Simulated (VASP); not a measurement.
# SnO2 (Pnnm) in VASP: further runs

Runs on SnO2. Level: LDA. Tasks: single point.

Program: VASP 6.6.1. These are calculated values, not measurements. Logs are shortened: lines on timing, memory, paths and dates and some standing lists are left out, and cuts for length are marked.

**1. The cell of the first run**

Symmetry: Pnnm, No. 58, orthorhombic system. Conventional cell: a = 4.788 Å, b = 4.867 Å, c = 3.241 Å, α = 90.00°, β = 90.00°, γ = 90.00°. Within 2.8 Å of Sn (site symmetry 2/m) lie 6 O at 2.09 to 2.10 Å. O (site symmetry m) has 3 Sn at 2.09 to 2.10 Å and 1 O at 2.65 Å within 2.8 Å.

**2. Single point, LDA**

The input, INCAR:

```
SYSTEM = SnO2
PREC = Accurate
ENCUT = 520
EDIFF = 1E-6
ISMEAR = 0
SIGMA = 0.01
LREAL = .False.
LASPH = .True.
NELM = 100
ALGO = Normal
ISIF = 2
LWAVE = .False.
LCHARG = .False.
NBANDS = 35
```

The input, KPOINTS:

```
regular mesh
0
Gamma
  6 6 8
  0 0 0
```

The input, POSCAR:

```
SnO2
1.0
    4.7880040000      0.0000000000      0.0000000000
    0.0000000000      4.8665820000      0.0000000000
    0.0000000000      0.0000000000      3.2408980000
Sn O
2 4
Direct
    0.5000000000      0.5000000000      0.5000000000
    0.0000000000      0.0000000000      0.0000000000
    0.2918550000      0.3210420000      0.0000000000
    0.7918550000      0.1789580000      0.5000000000
    0.2081450000      0.8210420000      0.5000000000
    0.7081450000      0.6789580000      0.0000000000
```

Potentials or basis: VASP PAW LDA potentials, release 64 (Sn_d, O).

Command:

```
> cat potpaw_LDA.64/Sn_d/POTCAR potpaw_LDA.64/O/POTCAR > POTCAR
> mpirun -np 1 vasp_std > vasp.out
```

OUTCAR:

```text
SYSTEM = SnO2
   PREC = Accurate
   ENCUT = 520
   EDIFF = 1E-6
   ISMEAR = 0
   LREAL = .False.
   LASPH = .True.
   NELM = 100
   ISIF = 2

 ion  position               nearest neighbor table
   1  0.500  0.500  0.500-   3 2.09   6 2.09   3 2.09   6 2.09   5 2.10   4 2.10
   2  0.000  0.000  0.000-   4 2.09   5 2.09   4 2.09   5 2.09   3 2.10   6 2.10
   3  0.292  0.321  0.000-   1 2.09   1 2.09   2 2.10
   4  0.792  0.179  0.500-   2 2.09   2 2.09   1 2.10
   5  0.208  0.821  0.500-   2 2.09   2 2.09   1 2.10
   6  0.708  0.679  0.000-   1 2.09   1 2.09   2 2.10

  LATTYP: Found a simple orthorhombic cell.
 ALAT       =     3.2408980000
 B/A-ratio  =     1.4773695439
 C/A-ratio  =     1.5016152930

  Lattice vectors:

 A1 = (   0.0000000000,   0.0000000000,   3.2408980000)
 A2 = (   4.7880040000,   0.0000000000,   0.0000000000)
 A3 = (   0.0000000000,   4.8665820000,   0.0000000000)

Analysis of symmetry for initial positions (statically):
=====================================================================
 Subroutine PRICEL returns:
 Original cell was already a primitive cell.

 Routine SETGRP: Setting up the symmetry group for a
 simple orthorhombic supercell.

 Subroutine GETGRP returns: Found  8 space group operations
 (whereof  4 operations were pure point group operations)
 out of a pool of  8 trial point group operations.

The static configuration has the point symmetry C_2h.
 The point group associated with its full space group is D_2h.

Analysis of symmetry for dynamics (positions and initial velocities):
=====================================================================
 Subroutine PRICEL returns:
 Original cell was already a primitive cell.

 Routine SETGRP: Setting up the symmetry group for a
 simple orthorhombic supercell.

 Subroutine GETGRP returns: Found  8 space group operations
 (whereof  4 operations were pure point group operations)
 out of a pool of  8 trial point group operations.

The dynamic configuration has the point symmetry C_2h.
 The point group associated with its full space group is D_2h.

 Subroutine INISYM returns: Found  8 space group operations
 (whereof  4 operations are pure point group operations),
 and found     1 'primitive' translations

----------------------------------------------------------------------------------------

                                     Primitive cell

  volume of cell :      75.5169

  direct lattice vectors                    reciprocal lattice vectors
     4.788004000  0.000000000  0.000000000     0.208855298  0.000000000  0.000000000
     0.000000000  4.866582000  0.000000000     0.000000000  0.205483027  0.000000000
     0.000000000  0.000000000  3.240898000     0.000000000  0.000000000  0.308556456

  length of vectors
     4.788004000  4.866582000  3.240898000     0.208855298  0.205483027  0.308556456

  position of ions in fractional coordinates (direct lattice)
     0.500000000  0.500000000  0.500000000
     0.000000000  0.000000000  0.000000000
     0.291855000  0.321042000  0.000000000
     0.791855000  0.178958000  0.500000000
     0.208145000  0.821042000  0.500000000
     0.708145000  0.678958000  0.000000000

  ion indices of the primitive-cell ions
   primitive index   ion index
                 1           1
                 2           2
                 3           3
                 4           4
                 5           5
                 6           6

----------------------------------------------------------------------------------------

 KPOINTS: regular mesh

Automatic generation of k-mesh.
 Grid dimensions read from file:
 generate k-points for:    6    6    8

 Generating k-lattice:

  Cartesian coordinates                     Fractional coordinates (reciprocal lattice)
     0.034809216  0.000000000  0.000000000     0.166666667  0.000000000  0.000000000
     0.000000000  0.034247171  0.000000000     0.000000000  0.166666667  0.000000000
     0.000000000  0.000000000  0.038569557     0.000000000  0.000000000  0.125000000

  Length of vectors
     0.034809216  0.034247171  0.038569557

  Shift w.r.t. Gamma in fractional coordinates (k-lattice)
     0.000000000  0.000000000  0.000000000

 Subroutine IBZKPT returns following result:
 ===========================================

 Found     80 irreducible k-points:

 Following reciprocal coordinates:
            Coordinates               Weight
  0.000000  0.000000  0.000000      1.000000
  0.166667  0.000000  0.000000      2.000000
  0.333333  0.000000  0.000000      2.000000
  0.500000  0.000000  0.000000      1.000000
  0.000000  0.166667  0.000000      2.000000
  0.166667  0.166667  0.000000      4.000000
[... 16 lines left out ...]
  0.333333  0.166667  0.125000      8.000000
  0.500000  0.166667  0.125000      4.000000
 [... further k-points ...]
   k-points           NKPTS =     80   k-points in BZ     NKDIM =     80   number of bands    NBANDS=     35
   number of dos      NEDOS =    301   number of ions     NIONS =      6
   total plane-waves  NPLWV =  31104
   dimension x,y,z NGX =    36 NGY =   36 NGZ =   24
   dimension x,y,z NGXF=    72 NGYF=   72 NGZF=   48
   ions per type =               2   4
   NGX,Y,Z   is equivalent  to a cutoff of  12.50, 12.30, 12.31 a.u.
   NGXF,Y,Z  is equivalent  to a cutoff of  25.00, 24.60, 24.62 a.u.
 SYSTEM =  SnO2
   PREC   = accura    normal or accurate (medium, high low for compatibility)
   ISTART =      0    job   : 0-new  1-cont  2-samecut
   ICHARG =      2    charge: 1-file 2-atom 10-const
   ISPIN  =      1    spin polarized calculation?
   LNONCOLLINEAR =      F non collinear calculations
   LSORBIT =      F    spin-orbit coupling
   LASPH  =      T    aspherical Exc in radial PAW
   ENCUT  =  520.0 eV  38.22 Ry    6.18 a.u.   8.90  9.05  6.03*2*pi/ulx,y,z
   NELM   =    100;   NELMIN=  2; NELMDL= -5     # of ELM steps
   EDIFF  = 0.1E-05   stopping-criterion for ELM
   LREAL  =      F    real-space projection
   EDIFFG = 0.1E-04   stopping-criterion for IOM
   NSW    =      0    number of steps for IOM
   IBRION =     -1    ionic relax: 0-MD 1-quasi-New 2-CG
   NFREE  =      0    steps in history (QN), initial steepest desc. (CG)
   ISIF   =      2    stress and relaxation
   ISYM   =      2    0-nonsym 1-usesym 2-fastsym
   POTIM  = 0.5000    time-step for ionic-motion
   TEBEG  =    0.0;   TEEND  =   0.0 temperature during run
   PSTRESS=    0.0 pullay stress
   NELECT =      52.0000    total number of electrons
   NUPDOWN=      -1.0000    fix difference up-down
   EMIN   =  10.00;   EMAX   =-10.00  energy-range for DOS
   EFERMI =   0.00;   METHOD = LEGACY
   ISMEAR =     0;   SIGMA  =   0.01  broadening in eV -4-tet -1-fermi 0-gaus
   EFERMI_NEDOS =   21; number of points for ismear=-14 and -15
   IALGO  =     38    algorithm
   IMIX   =      4    mixing-type and parameters
     AMIX     =   0.40;   BMIX     =  1.00
     AMIX_MAG =   1.60;   BMIX_MAG =  1.00
  volume/ion in A,a.u.               =      12.59        84.94
  Fermi-wavevector in a.u.,A,eV,Ry     =   1.445644  2.731871 28.434627  2.089886
  Thomas-Fermi vector in A             =   2.563802
   LORBIT       =      0    0 simple, 1 ext, 2 COOP (PROOUT), +10 PAW based schemes
   GGA     = CA    functional components
   LHFCALC =     F    Hartree Fock is set to
   AEXX    =    0.0000 exact exchange contribution
   IVDW    =     0    specifies the selected vdW correction
   LEPSILON=     F    determine dielectric tensor
   LRPA    =     F    only Hartree local field effects (RPA)
 non-spin polarized calculation
 Gauss-broadening in eV      SIGMA  =   0.01
  energy-cutoff  :      520.00
  volume of cell :       75.52
 maximum number of plane-waves:      2064
 NGX is ok and might be reduce to    36
   NGX = 17   NGY = 19   NGZ = 13

 number of electron      51.9999997 magnetization

 Free energy of the ion-electron system (eV)
  ---------------------------------------------------
  ext. energy  EPLUGINS =         0.00000000
  ---------------------------------------------------
  free energy    TOTEN  =       -42.13496305 eV

  energy without entropy =      -42.13496305  energy(sigma->0) =      -42.13496305

 E-fermi :   5.1902     XC(G=0): -11.5228

 val. band max:        5.1302876269   @ k =   0.0000   0.0000   0.0000
 cond. band min:       5.8349268757   @ k =   0.0000   0.0000   0.0000
 fundamental gap:      0.7046392489
 Fermi energy:         5.1901512975

 k-point     1 :       0.0000    0.0000    0.0000
  band No.  band energies     occupation
      1     -15.6829      2.00000
      2     -15.0533      2.00000
      3     -14.8516      2.00000
      4     -14.8325      2.00000
      5     -14.8289      2.00000
      6     -14.7510      2.00000
[... 27 lines left out ...]
     34      16.6096      0.00000
     35      17.0101      0.00000

 k-point     2 :       0.1667    0.0000    0.0000
  band No.  band energies     occupation
      1     -15.6467      2.00000
      2     -15.0929      2.00000
      3     -14.8502      2.00000
      4     -14.8308      2.00000
      5     -14.8276      2.00000
      6     -14.7775      2.00000
[... 27 lines left out ...]
     34      16.6865      0.00000
     35      17.0680      0.00000

 k-point     3 :       0.3333    0.0000    0.0000
  band No.  band energies     occupation
      1     -15.5426      2.00000
      2     -15.2167      2.00000
      3     -14.8458      2.00000
      4     -14.8272      2.00000
      5     -14.8252      2.00000
      6     -14.8163      2.00000
[... 27 lines left out ...]
     34      17.0715      0.00000
     35      17.3042      0.00000
[... 723 lines left out ...]
 k-point    23 :       0.3333    0.1667    0.1250
  band No.  band energies     occupation
      1     -15.4830      2.00000
      2     -15.2252      2.00000
      3     -14.9427      2.00000
      4     -14.9306      2.00000
      5     -14.8115      2.00000
      6     -14.7770      2.00000
[... 27 lines left out ...]
     34      17.0251      0.00000
     35      17.2296      0.00000

 k-point    24 :       0.5000    0.1667    0.1250
  band No.  band energies     occupation
      1     -15.3641      2.00000
      2     -15.3641      2.00000
      3     -14.9372      2.00000
      4     -14.9372      2.00000
      5     -14.7953      2.00000
      6     -14.7953      2.00000
[... 27 lines left out ...]
     34      16.7939      0.00000
     35      17.3464      0.00000

 [... further k-points ...]

------------------------ aborting loop because EDIFF is reached ----------------------------------------

  FORCE on cell =-STRESS in cart. coord.  units (eV):
  Direction    XX          YY          ZZ          XY          YZ          ZX
  --------------------------------------------------------------------------------------
  -------------------------------------------------------------------------------------
  Total       -4.5915804     -4.7242556     -5.3803922      0.0000000      0.0000000      0.0000000
  in kB      -97.4156785   -100.2305372   -114.1512326      0.0000000      0.0000000      0.0000000
  external PRESSURE =    -103.9324828 kB  Pullay stress =       0.0000000 kB

 VOLUME and BASIS-vectors are now :
 -----------------------------------------------------------------------------
  energy-cutoff  :      520.00
  volume of cell :       75.52
      direct lattice vectors                 reciprocal lattice vectors
     4.788004000  0.000000000  0.000000000     0.208855298  0.000000000  0.000000000
     0.000000000  4.866582000  0.000000000     0.000000000  0.205483027  0.000000000
     0.000000000  0.000000000  3.240898000     0.000000000  0.000000000  0.308556456

 POSITION                                       TOTAL-FORCE (eV/Angst)
 -----------------------------------------------------------------------------------
      2.39400      2.43329      1.62045         0.000000      0.000000      0.000000
      0.00000      0.00000      0.00000         0.000000      0.000000      0.000000
      1.39740      1.56238      0.00000         0.151464     -0.004157     -0.000000
      3.79140      0.87091      1.62045         0.151464      0.004157     -0.000000
      0.99660      3.99567      1.62045        -0.151464     -0.004157      0.000000
      3.39060      3.30420      0.00000        -0.151464      0.004157      0.000000
 -----------------------------------------------------------------------------------
    total drift:                                0.000000      0.000000      0.000000

  FREE ENERGIE OF THE ION-ELECTRON SYSTEM (eV)
  ---------------------------------------------------
  free  energy   TOTEN  =       -42.1349630536 eV

  energy  without entropy=      -42.1349630536  energy(sigma->0) =      -42.13496305
```

Wall time 2.2 min (1 thread of Intel Xeon Platinum 8488C (Sapphire Rapids), shared host); peak memory 0.26 GiB.

Results:

| Item | Value |
| --- | --- |
| Free energy | -42.1350 eV |
| Pressure | -10.4 GPa |
| Largest force | 0.152 eV/Å |
| Band gap on the k mesh | 0.70 eV |

Forces in eV/Å, atoms in the order of the input:
```
Sn   0.000  0.000  0.000
Sn   0.000  0.000  0.000
O    0.151 -0.004  0.000
O    0.151  0.004  0.000
O   -0.151 -0.004  0.000
O   -0.151  0.004  0.000
```

Levels at points of the mesh, in eV from the valence-band top:
```csv
k point,band 24,band 25,band 26,band 27,band 28,band 29
"(0.00, 0.00, 0.00)",-0.64,-0.63,0.00,0.70,5.53,5.84
"(0.50, 0.00, 0.00)",-1.14,-0.44,-0.44,3.73,3.73,6.41
"(0.00, 0.50, 0.00)",-1.13,-0.57,-0.57,3.89,3.89,6.86
"(0.50, 0.50, 0.00)",-1.26,-0.73,-0.73,4.20,4.20,6.99
"(0.00, 0.00, 0.50)",-1.47,-1.05,-1.05,5.47,5.47,9.17
"(0.50, 0.00, 0.50)",-0.83,-0.73,-0.73,5.77,5.77,7.57
"(0.00, 0.50, 0.50)",-1.04,-0.62,-0.62,5.67,5.67,7.35
"(0.50, 0.50, 0.50)",-0.85,-0.66,-0.66,4.25,4.25,8.41
```

Caveat: the cell stands under tension; semilocal functionals underestimate gaps, and a narrow one can read as zero; spin-orbit coupling is left out, which moves the levels of the heavy elements.

**3. Single point, LDA**

Edit INCAR of step 2 so:

```diff
@@ -3,3 +3,3 @@
 ENCUT = 520
-EDIFF = 1E-6
+EDIFF = 1E-7
 ISMEAR = 0
@@ -13,2 +13,3 @@
 LCHARG = .False.
+GGA = CA
 NBANDS = 35
```

The input, KPOINTS:

```
regular mesh
0
Gamma
  6 6 10
  0 0 0
```

POSCAR is that of step 2.

Potentials or basis: VASP PAW LDA potentials, release 64 (Sn_d, O).

Command:

```
> cat potpaw_LDA.64/Sn_d/POTCAR potpaw_LDA.64/O/POTCAR > POTCAR
> mpirun -np 1 vasp_std > vasp.out
```

Run time: 2.3 min. Hardware: 1 thread of Intel Xeon Platinum 8488C (Sapphire Rapids), shared host; peak memory 0.29 GiB.

It converged, with:

* Free energy: -42.1350 eV
* Pressure: -10.4 GPa
* Largest force: 0.152 eV/Å
* Band gap on the k mesh: 0.70 eV

Forces in eV/Å, atoms in the order of the input:
```
Sn   0.000  0.000  0.000
Sn   0.000  0.000  0.000
O    0.152 -0.004  0.000
O    0.152  0.004  0.000
O   -0.152 -0.004  0.000
O   -0.152  0.004  0.000
```

Stress tensor (GPa, compression positive):
```
 -9.74   0.00   0.00
  0.00 -10.02   0.00
  0.00   0.00 -11.41
```

Levels at points of the mesh, in eV from the valence-band top:
| k point | band 24 | band 25 | band 26 | band 27 | band 28 | band 29 |
| --- | --- | --- | --- | --- | --- | --- |
| (0.00, 0.00, 0.00) | -0.64 | -0.63 | 0.00 | 0.70 | 5.53 | 5.84 |
| (0.50, 0.00, 0.00) | -1.14 | -0.44 | -0.44 | 3.73 | 3.73 | 6.41 |
| (0.00, 0.50, 0.00) | -1.13 | -0.57 | -0.57 | 3.89 | 3.89 | 6.86 |
| (0.50, 0.50, 0.00) | -1.26 | -0.73 | -0.73 | 4.20 | 4.20 | 6.99 |
| (0.00, 0.00, 0.50) | -1.47 | -1.05 | -1.05 | 5.47 | 5.47 | 9.17 |
| (0.50, 0.00, 0.50) | -0.83 | -0.73 | -0.73 | 5.77 | 5.77 | 7.57 |
| (0.00, 0.50, 0.50) | -1.04 | -0.62 | -0.62 | 5.67 | 5.67 | 7.35 |
| (0.50, 0.50, 0.50) | -0.85 | -0.66 | -0.66 | 4.25 | 4.25 | 8.41 |

Caveat: the cell stands under tension; semilocal functionals underestimate gaps, and a narrow one can read as zero; spin-orbit coupling is left out, which moves the levels of the heavy elements.
